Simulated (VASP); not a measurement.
A run of VASP 6.6.1 is set up as follows.

File INCAR:

```
PREC = Accurate ; ENCUT = 600
EDIFF = 1E-6 ; ISMEAR = 0
SIGMA = 0.1 ; LREAL = False
LASPH = True ; NELM = 120
ALGO = Normal ; ISIF = 2
LWAVE = False ; LCHARG = False
GGA = PE ; NBANDS = 32
GGA_COMPAT = False
```

The input KPOINTS:

```
regular mesh
0
Gamma
  6 6 6
```

The input POSCAR:

```
W3N
1.0
    3.7761535285      0.0000000000      0.0000000000
    0.0000000000      3.7761535285      0.0000000000
    0.0000000000      0.0000000000      3.7761535285
W N
3 1
Direct
    0.0000000000      0.5000000000      0.5000000000
    0.5000000000      0.0000000000      0.5000000000
    0.5000000000      0.5000000000      0.0000000000
    0.0000000000      0.0000000000      0.0000000000
```

Potentials or basis: VASP PAW PBE potentials, release 64 (W_sv, N).

The run is started by

```sh
$ cat potpaw_PBE.64/W_sv/POTCAR potpaw_PBE.64/N/POTCAR > POTCAR
$ mpirun -np 1 vasp_std > vasp.out
```

**Question.** Estimate the pressure.

**Answer.** 21.2 GPa.

**Question.** Estimate the band gap on the k mesh.

**Answer.** Zero (an odd number of electrons rules out a gap without spin polarisation).

Caveat: the cell stands under pressure; spin-orbit coupling is left out, which moves the levels of the heavy elements.
